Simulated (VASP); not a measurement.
A run of VASP 6.6.1:

File INCAR:

```
SYSTEM = InP
PREC = Accurate ; ENCUT = 520
EDIFF = 1E-6 ; ISMEAR = 0
SIGMA = 0.05 ; LREAL = .False.
LASPH = .True. ; NELM = 60
ALGO = Normal ; ISIF = 2
LWAVE = .False. ; LCHARG = .False.
GGA = PE ; NBANDS = 16
```

The input KPOINTS:

```
Automatic mesh
0
Gamma
  10 10 10
  0 0 0
```

File POSCAR:

```
InP
1.0
    0.0000000000      3.0694352298      3.0247347168
    3.0694352298      0.0000000000      3.0247347168
    3.0694352298      3.0694352298      0.0000000000
In P
1 1
Direct
    0.0000000000      0.0000000000      0.0000000000
    0.7500000000      0.7500000000      0.7500000000
```

Potentials or basis: VASP PAW PBE potentials, release 64 (In_d, P).

Launch:

```bash
$ cat potpaw_PBE.64/In_d/POTCAR potpaw_PBE.64/P/POTCAR > POTCAR
$ mpirun -np 1 vasp_std > vasp.out
```

Hardware: 1 thread of Intel(R) Xeon(R) Platinum 8259CL CPU @ 2.50GHz (Skylake/Cascade Lake), on a shared host.

**Question.** Estimate the wall time of this run.

**Answer.** Run time: 59 s on 1 thread of Intel(R) Xeon(R) Platinum 8259CL CPU @ 2.50GHz (Skylake/Cascade Lake), on a shared host, peak memory 0.24 GiB. Counts: scf iterations 12, k points 102.
